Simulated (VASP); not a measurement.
A run of VASP 6.6.1:

INCAR

```
SYSTEM = Sr
PREC = Accurate
ENCUT = 520
EDIFF = 1E-6
ISMEAR = 0
SIGMA = 0.05
LREAL = .FALSE.
LASPH = .TRUE.
NELM = 80
ALGO = Normal
ISIF = 2
LWAVE = .FALSE.
LCHARG = .FALSE.
GGA = CA
NBANDS = 11
```

KPOINTS

```
Automatic mesh
0
G
  6 6 8
  0 0 0
```

The input POSCAR:

```
Sr
1.0
   10.9876299658      0.0000000000      0.0000000000
   -5.4938149829      9.5155666777      0.0000000000
    0.0000000000      0.0000000000      4.4211119100
Sr
1
Direct
    0.0000000000      0.0000000000      0.0000000000
```

Potentials or basis: VASP PAW LDA potentials, release 64 (Sr_sv).

The run is started by

```console
$ cat potpaw_LDA.64/Sr_sv/POTCAR > POTCAR
$ mpirun -np 1 vasp_std > vasp.out
```

Hardware: 1 thread of Intel(R) Xeon(R) Platinum 8259CL CPU @ 2.50GHz (Skylake/Cascade Lake) (shared host).

**Question.** Estimate the wall time of this run.

**Answer.** Wall time 4.6 min on 1 thread of Intel(R) Xeon(R) Platinum 8259CL CPU @ 2.50GHz (Skylake/Cascade Lake), with other jobs on the host, peak memory 0.52 GiB. Counts: scf iterations 16, k points 35.
